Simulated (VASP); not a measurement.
# SnSe2 in VASP: a series of runs

The runs below take SnSe2 through single point, with PBE.

All numbers are computed with VASP 6.6.1; they aren't measurements. Logs are shortened: lines on timing, memory, paths and dates and some standing lists are left out, and cuts for length are marked.

**1. The cell of the first run**

Symmetry: P-3m1, No. 164, trigonal system. Conventional cell: a = 3.794 Å, b = 3.794 Å, c = 7.055 Å, α = 90.00°, β = 90.00°, γ = 120.00°. Sn (site symmetry -3m) has 6 Se at 2.72 Å within 3.6 Å. Within 3.6 Å of Se (site symmetry 3m) lie 3 Sn at 2.72 Å.

**2. Single point, PBE (biaxial strain in the a-b plane: -2.0 %)**

INCAR

```
ALGO     = Normal         # electronic algorithm
EDIFF    = 1E-6           # SCF threshold, eV
ENCUT    = 520            # plane-wave cutoff, eV
GGA      = PE             # functional
ISIF     = 2              # what is computed and relaxed
ISMEAR   = 0              # smearing method
LASPH    = True           # aspherical terms in the spheres
LCHARG   = False          # write CHGCAR
LREAL    = False          # projectors in reciprocal space
LWAVE    = False          # write WAVECAR
NBANDS   = 20             # bands
NELM     = 80             # most SCF steps
PREC     = Accurate       # precision mode
SIGMA    = 0.02           # smearing width, eV
```

KPOINTS

```
k-points
0
Gamma
  12 12 4
```

POSCAR

```
SnSe2
1.0
    3.7942388671      0.0000000000      0.0000000000
   -1.8971194336      3.2859072469      0.0000000000
    0.0000000000      0.0000000000      7.0547542395
Sn Se
1 2
Direct
    0.0000000000      0.0000000000      0.0000000000
    0.6666666667      0.3333333333      0.7712614523
    0.3333333333      0.6666666667      0.2287385477
```

Potentials or basis: VASP PAW PBE potentials, release 64 (Sn_d, Se).

Command:

```sh
> cat potpaw_PBE.64/Sn_d/POTCAR potpaw_PBE.64/Se/POTCAR > POTCAR
> mpirun -np 1 vasp_std > vasp.out
```

OUTCAR:

```text
EDIFF = 1E-6
   ENCUT = 520
   GGA = PE
   ISIF = 2
   ISMEAR = 0
   LASPH = True
   LREAL = False
   NELM = 80
   PREC = Accurate

 ion  position               nearest neighbor table
   1  0.000  0.000  0.000-   2 2.72   3 2.72   3 2.72   2 2.72   2 2.72   3 2.72
   2  0.667  0.333  0.771-   1 2.72   1 2.72   1 2.72
   3  0.333  0.667  0.229-   1 2.72   1 2.72   1 2.72

  LATTYP: Found a hexagonal cell.
 ALAT       =     3.7942388671
 C/A-ratio  =     1.8593331855

  Lattice vectors:

 A1 = (   3.7942388671,   0.0000000000,   0.0000000000)
 A2 = (  -1.8971194336,   3.2859072469,   0.0000000000)
 A3 = (   0.0000000000,   0.0000000000,   7.0547542395)

Analysis of symmetry for initial positions (statically):
=====================================================================
 Subroutine PRICEL returns:
 Original cell was already a primitive cell.

 Routine SETGRP: Setting up the symmetry group for a
 hexagonal supercell.

 Subroutine GETGRP returns: Found 12 space group operations
 (whereof 12 operations were pure point group operations)
 out of a pool of 24 trial point group operations.

The static configuration has the point symmetry D_3d.

Analysis of symmetry for dynamics (positions and initial velocities):
=====================================================================
 Subroutine PRICEL returns:
 Original cell was already a primitive cell.

 Routine SETGRP: Setting up the symmetry group for a
 hexagonal supercell.

 Subroutine GETGRP returns: Found 12 space group operations
 (whereof 12 operations were pure point group operations)
 out of a pool of 24 trial point group operations.

The dynamic configuration has the point symmetry D_3d.

 Subroutine INISYM returns: Found 12 space group operations
 (whereof 12 operations are pure point group operations),
 and found     1 'primitive' translations

----------------------------------------------------------------------------------------

                                     Primitive cell

  volume of cell :      87.9553

  direct lattice vectors                    reciprocal lattice vectors
     3.794238867  0.000000000  0.000000000     0.263557471  0.152164977  0.000000000
[... 76 lines left out ...]
   NGX,Y,Z   is equivalent  to a cutoff of  12.27, 12.27, 12.73 a.u.
   NGXF,Y,Z  is equivalent  to a cutoff of  24.54, 24.54, 25.45 a.u.
 SYSTEM =  unknown system
   PREC   = accura    normal or accurate (medium, high low for compatibility)
   ISTART =      0    job   : 0-new  1-cont  2-samecut
   ICHARG =      2    charge: 1-file 2-atom 10-const
   ISPIN  =      1    spin polarized calculation?
   LNONCOLLINEAR =      F non collinear calculations
   LSORBIT =      F    spin-orbit coupling
   LASPH  =      T    aspherical Exc in radial PAW
   ENCUT  =  520.0 eV  38.22 Ry    6.18 a.u.   7.05  7.05 13.12*2*pi/ulx,y,z
   NELM   =     80;   NELMIN=  2; NELMDL= -5     # of ELM steps
   EDIFF  = 0.1E-05   stopping-criterion for ELM
   LREAL  =      F    real-space projection
   EDIFFG = 0.1E-04   stopping-criterion for IOM
   NSW    =      0    number of steps for IOM
   IBRION =     -1    ionic relax: 0-MD 1-quasi-New 2-CG
   NFREE  =      0    steps in history (QN), initial steepest desc. (CG)
   ISIF   =      2    stress and relaxation
   ISYM   =      2    0-nonsym 1-usesym 2-fastsym
   POTIM  = 0.5000    time-step for ionic-motion
   TEBEG  =    0.0;   TEEND  =   0.0 temperature during run
   PSTRESS=    0.0 pullay stress
   NELECT =      26.0000    total number of electrons
   NUPDOWN=      -1.0000    fix difference up-down
   EMIN   =  10.00;   EMAX   =-10.00  energy-range for DOS
   EFERMI =   0.00;   METHOD = LEGACY
   ISMEAR =     0;   SIGMA  =   0.02  broadening in eV -4-tet -1-fermi 0-gaus
   EFERMI_NEDOS =   21; number of points for ismear=-14 and -15
   IALGO  =     38    algorithm
   IMIX   =      4    mixing-type and parameters
     AMIX     =   0.40;   BMIX     =  1.00
     AMIX_MAG =   1.60;   BMIX_MAG =  1.00
  volume/ion in A,a.u.               =      29.32       197.85
  Fermi-wavevector in a.u.,A,eV,Ry     =   1.090549  2.060839 16.181380  1.189298
  Thomas-Fermi vector in A             =   2.226776
   LORBIT       =      0    0 simple, 1 ext, 2 COOP (PROOUT), +10 PAW based schemes
   GGA     = PE    functional components
   LHFCALC =     F    Hartree Fock is set to
   AEXX    =    0.0000 exact exchange contribution
   IVDW    =     0    specifies the selected vdW correction
   LEPSILON=     F    determine dielectric tensor
   LRPA    =     F    only Hartree local field effects (RPA)
 non-spin polarized calculation
 Gauss-broadening in eV      SIGMA  =   0.02
  energy-cutoff  :      520.00
  volume of cell :       87.96
 maximum number of plane-waves:      2385
   NGX = 15   NGY = 15   NGZ = 27

 number of electron      25.9999994 magnetization

 Free energy of the ion-electron system (eV)
  ---------------------------------------------------
  ext. energy  EPLUGINS =         0.00000000
  ---------------------------------------------------
  free energy    TOTEN  =       -11.84852249 eV

  energy without entropy =      -11.84852249  energy(sigma->0) =      -11.84852249

 E-fermi :   3.0462     XC(G=0):  -8.7211

 val. band max:        2.9250539017   @ k =   0.0833  -0.0000   0.2500
 cond. band min:       3.5257841023   @ k =   0.5000   0.0000   0.5000
 fundamental gap:      0.6007302006
 Fermi energy:         3.0462318139

 k-point     1 :       0.0000    0.0000    0.0000
  band No.  band energies     occupation
      1     -18.3059      2.00000
      2     -18.3059      2.00000
      3     -18.2621      2.00000
      4     -18.2524      2.00000
      5     -18.2524      2.00000
      6     -10.7367      2.00000
[... 541 lines left out ...]
     19      11.0071      0.00000
     20      11.3350      0.00000

 [... further k-points ...]
[... 5 lines left out ...]
  --------------------------------------------------------------------------------------
  -------------------------------------------------------------------------------------
  Total        1.3444060      1.3444060      0.2367459     -0.0000000     -0.0000000     -0.0000000
  in kB       24.4894575     24.4894575      4.3125200     -0.0000000     -0.0000000     -0.0000000
  external PRESSURE =      17.7638117 kB  Pullay stress =       0.0000000 kB

 VOLUME and BASIS-vectors are now :
 -----------------------------------------------------------------------------
  energy-cutoff  :      520.00
  volume of cell :       87.96
      direct lattice vectors                 reciprocal lattice vectors
     3.794238867  0.000000000  0.000000000     0.263557471  0.152164977  0.000000000
    -1.897119434  3.285907247  0.000000000     0.000000000  0.304329954  0.000000000
     0.000000000  0.000000000  7.054754240     0.000000000  0.000000000  0.141748382

 POSITION                                       TOTAL-FORCE (eV/Angst)
 -----------------------------------------------------------------------------------
      0.00000      0.00000      0.00000         0.000000      0.000000      0.000000
      1.89712      1.09530      5.44106        -0.000000      0.000000     -0.065982
     -0.00000      2.19060      1.61369         0.000000     -0.000000      0.065982
 -----------------------------------------------------------------------------------
    total drift:                               -0.000000     -0.000000     -0.000000

  FREE ENERGIE OF THE ION-ELECTRON SYSTEM (eV)
  ---------------------------------------------------
  free  energy   TOTEN  =       -11.8485224876 eV

  energy  without entropy=      -11.8485224876  energy(sigma->0) =      -11.84852249
```

stdout:

```text
POSCAR found type information on POSCAR SnSe
 POSCAR found :  2 types and       3 ions
 scaLAPACK will be used
 LDA part: xc-table for (Slater+PW92), standard interpolation
 POSCAR, INCAR and KPOINTS ok, starting setup
 FFT: planning ... GRIDC
 FFT: planning ... GRID_SOFT
 FFT: planning ... GRID
 WAVECAR not read
 entering main loop
```

Wall time 52 s (1 thread of Intel Xeon Platinum 8559C (Emerald Rapids), shared host); peak memory 0.26 GiB.

Results:

| Item | Value |
| --- | --- |
| Free energy | -11.8485 eV |
| Pressure | 1.8 GPa |
| Largest force | 0.066 eV/Å |
| Band gap on the k mesh | 0.60 eV, indirect (least direct gap 1.05 eV) |

Forces on the atoms (eV/Å):
```
Sn   0.000  0.000  0.000
Se   0.000  0.000 -0.066
Se   0.000  0.000  0.066
```

Caveat: the cell differs from its parent crystal (biaxial strain in the a-b plane: -2.0 %); spin-orbit coupling is left out, which moves the levels of the heavy elements; this functional lacks dispersion, which binds the layers, so the pressure and a relaxed spacing across them are unreliable. A k mesh can miss the band edges.

**3. Single point, PBE (biaxial strain in the a-b plane: -2.0 %, then relaxed in part)**

INCAR

```
SYSTEM = SnSe2
ALGO = Normal
EDIFF = 1E-7
ENCUT = 520
GGA = PE
ISIF = 2
ISMEAR = 0
LASPH = .True.
LCHARG = .False.
LREAL = .False.
LWAVE = .False.
NBANDS = 20
NELM = 60
PREC = Accurate
SIGMA = 0.02
```

KPOINTS

```
k-points
0
Gamma
  12 12 4
  0 0 0
```

POSCAR

```
SnSe2
1.0
    3.7942388671      0.0000000000      0.0000000000
   -1.8971194336      3.2859072469      0.0000000000
    0.0000000000      0.0000000000      7.1709601555
Sn Se
1 2
Direct
    0.0000000000      0.0000000000      0.0000000000
    0.6666666667      0.3333333333      0.7742008571
    0.3333333333      0.6666666667      0.2257991429
```

Potentials or basis: VASP PAW PBE potentials, release 64 (Sn_d, Se).

Command:

```sh
> cat potpaw_PBE.64/Sn_d/POTCAR potpaw_PBE.64/Se/POTCAR > POTCAR
> mpirun -np 1 vasp_std > vasp.out
```

Run time: 59 s. Hardware: 1 thread of Intel Xeon Platinum 8559C (Emerald Rapids), shared host; peak memory 0.27 GiB.

Results (log left out):

```yaml
Free_energy: -11.8492 eV
Pressure: 1.5 GPa
Largest_force: 0.014 eV/Å
Band_gap_on_the_k_mesh: 0.59 eV, indirect (least direct gap 1.03 eV)
```

Forces on the atoms (eV/Å):
```
Sn   0.000  0.000  0.000
Se   0.000  0.000 -0.014
Se   0.000  0.000  0.014
```

Stress tensor (GPa, compression positive):
```
2.27 0.00 0.00
0.00 2.27 0.00
0.00 0.00 0.07
```

Levels at points of the mesh, in eV from the valence-band top:
```tsv
k point	band 9	band 10	band 11	band 12	band 13	band 14	band 15	band 16	band 17	band 18
(0.00, 0.00, 0.00)	-0.91	-0.45	-0.45	-0.08	-0.08	1.23	3.22	4.67	4.67	6.88
(0.50, 0.00, 0.00)	-4.47	-2.63	-2.23	-1.00	-0.36	0.84	3.85	5.47	5.53	5.83
(0.00, 0.00, 0.50)	-1.79	-0.46	-0.46	-0.06	-0.06	2.10	3.13	4.61	4.61	7.38
(0.50, 0.00, 0.50)	-4.58	-2.35	-2.19	-0.85	-0.44	0.59	4.10	4.70	5.48	5.77
```

Caveat: the cell differs from its parent crystal (biaxial strain in the a-b plane: -2.0 %, then relaxed in part); spin-orbit coupling is left out, which moves the levels of the heavy elements; this functional lacks dispersion, which binds the layers, so the pressure and a relaxed spacing across them are unreliable. A k mesh can miss the band edges.

**4. Single point, PBE**

This run uses another cell than the first one, of 29.80 Å³/atom, 1.016 times its volume.

INCAR

```
PREC = Accurate ; ENCUT = 520
EDIFF = 1E-7 ; ISMEAR = 0
SIGMA = 0.02 ; LREAL = F
LASPH = T ; NELM = 60
ALGO = Normal ; ISIF = 2
LWAVE = F ; LCHARG = F
GGA = PE ; NBANDS = 20
```

KPOINTS

```
Automatic mesh
0
Gamma
  12 12 4
```

POSCAR is that of step 3.

Command:

```sh
> cat potpaw_PBE.64/Sn_d/POTCAR potpaw_PBE.64/Se/POTCAR > POTCAR
> mpirun -np 1 vasp_std > vasp.out
```

Wall time 62 s (1 thread of Intel Xeon Platinum 8559C (Emerald Rapids), shared host); peak memory 0.27 GiB.

Results (log left out):

```yaml
Free_energy: -11.8492 eV
Pressure: 1.5 GPa
Largest_force: 0.014 eV/Å
Band_gap_on_the_k_mesh: 0.59 eV, indirect (least direct gap 1.03 eV)
```

Forces in eV/Å, atoms in the order of the input:
```
Sn   0.000  0.000  0.000
Se   0.000  0.000 -0.014
Se   0.000  0.000  0.014
```

Stress tensor (GPa, compression positive):
```
2.27 0.00 0.00
0.00 2.27 0.00
0.00 0.00 0.07
```

Levels at points of the mesh, in eV from the valence-band top:
```
           k point  band 11  band 12  band 13  band 14  band 15  band 16
(0.00, 0.00, 0.00)    -0.45    -0.08    -0.08     1.23     3.22     4.67
(0.50, 0.00, 0.00)    -2.23    -1.00    -0.36     0.84     3.85     5.47
(0.00, 0.00, 0.50)    -0.46    -0.06    -0.06     2.10     3.13     4.61
(0.50, 0.00, 0.50)    -2.19    -0.85    -0.44     0.59     4.10     4.70
```

Caveat: spin-orbit coupling is left out, which moves the levels of the heavy elements; this functional lacks dispersion, which binds the layers, so the pressure and a relaxed spacing across them are unreliable. A k mesh can miss the band edges.

(Part 1 of 2 ends here.)
